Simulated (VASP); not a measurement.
Wanted: the native input for a VASP 6.6.1 run.

| Quantity | Value |
| --- | --- |
| Task | single point |
| Functional | r2SCAN |
| Potentials or basis | VASP PAW PBE potentials, release 64 (Mg, S) |
| Cutoff | 520 eV |
| k mesh | 2 × 2 × 2 |
| Occupations | fermi-dirac, width 0.02 eV |
| Spin | no spin polarisation |
| Dipole correction | no |
| Further INCAR settings | LREAL = Auto; ALGO = Normal; EDIFF = 1e-06; NBANDS = 46 |

The system is MgS.

```
CELL_PARAMETERS angstrom
0.00000 5.20304 5.20304
5.20304 0.00000 5.20304
5.20304 5.20304 0.00000
ATOMIC_POSITIONS crystal
Mg 0.99997 0.00506 0.99634
Mg 0.00242 0.00725 0.49250
Mg 0.00407 0.49653 0.99763
Mg 0.99925 0.50280 0.49159
Mg 0.48890 0.01249 0.99863
Mg 0.50893 0.99487 0.49778
Mg 0.50280 0.49681 0.00015
Mg 0.51184 0.50110 0.49722
S 0.25411 0.24236 0.24887
S 0.25440 0.24147 0.75142
S 0.24400 0.75876 0.25019
S 0.25326 0.74670 0.74916
S 0.74365 0.25226 0.25175
S 0.74636 0.24916 0.75594
S 0.74348 0.74842 0.25260
S 0.74695 0.74805 0.76143
```

These files were run (other wordings do the same):

POSCAR

```
MgS
1.0
    0.0000000000      5.2030358740      5.2030358740
    5.2030358740      0.0000000000      5.2030358740
    5.2030358740      5.2030358740      0.0000000000
Mg S
8 8
Direct
   -0.0000328654      0.0050583930     -0.0036630537
    0.0024221436      0.0072547069      0.4925023702
    0.0040695472      0.4965253099     -0.0023699625
   -0.0007469678      0.5027998198      0.4915886728
    0.4888989931      0.0124888626     -0.0013670865
    0.5089340270     -0.0051345024      0.4977763104
    0.5027970330      0.4968122578      0.0001470295
    0.5118379086      0.5011007156      0.4972216342
    0.2541144309      0.2423635990      0.2488674942
    0.2544031085      0.2414662383      0.7514181325
    0.2439974528      0.7587613454      0.2501915289
    0.2532605063      0.7466964661      0.7491581058
    0.7436509364      0.2522626274      0.2517486967
    0.7463569528      0.2491604962      0.7559380898
    0.7434802668      0.7484183454      0.2526005071
    0.7469544885      0.7480546155      0.7614287304
```

INCAR.step1

```
SYSTEM = MgS
PREC = Accurate
ENCUT = 520
ISMEAR = -1
SIGMA = 0.02
LREAL = Auto
LASPH = .True.
NELM = 80
NBANDS = 46
GGA = PE
ALGO = Normal
EDIFF = 1E-4
LWAVE = .True.
LCHARG = .False.
```

INCAR.step2

```
SYSTEM = MgS
PREC = Accurate
ENCUT = 520
EDIFF = 1E-6
ISMEAR = -1
SIGMA = 0.02
LREAL = Auto
LASPH = .True.
NELM = 80
ALGO = Normal
ISIF = 2
LWAVE = .False.
LCHARG = .False.
METAGGA = R2SCAN
LMIXTAU = .True.
NBANDS = 46
ISTART = 1
```

KPOINTS

```
Automatic mesh
0
Gamma
  2 2 2
  0 0 0
```

Potentials or basis: VASP PAW PBE potentials, release 64 (Mg, S).

Run with:

```bash
$ cat potpaw_PBE.64/Mg/POTCAR potpaw_PBE.64/S/POTCAR > POTCAR
$ cp INCAR.step1 INCAR
$ mpirun -np 1 vasp_std > vasp.out
$ cp INCAR.step2 INCAR
$ mpirun -np 1 vasp_std > vasp.out
```

Results of the run:

The pressure is 0.1 GPa, the largest force is 0.546 eV/Å and the band gap on the k mesh is 3.39 eV.

Caveat: the k points lie up to 0.52 Å⁻¹ apart; the PAW data sets were made with another functional, which shifts forces and pressure a little.

It took 4.5 min on 1 thread of Intel(R) Xeon(R) 6975P-C (Granite Rapids), with other jobs on the host, peak memory 0.47 GiB.
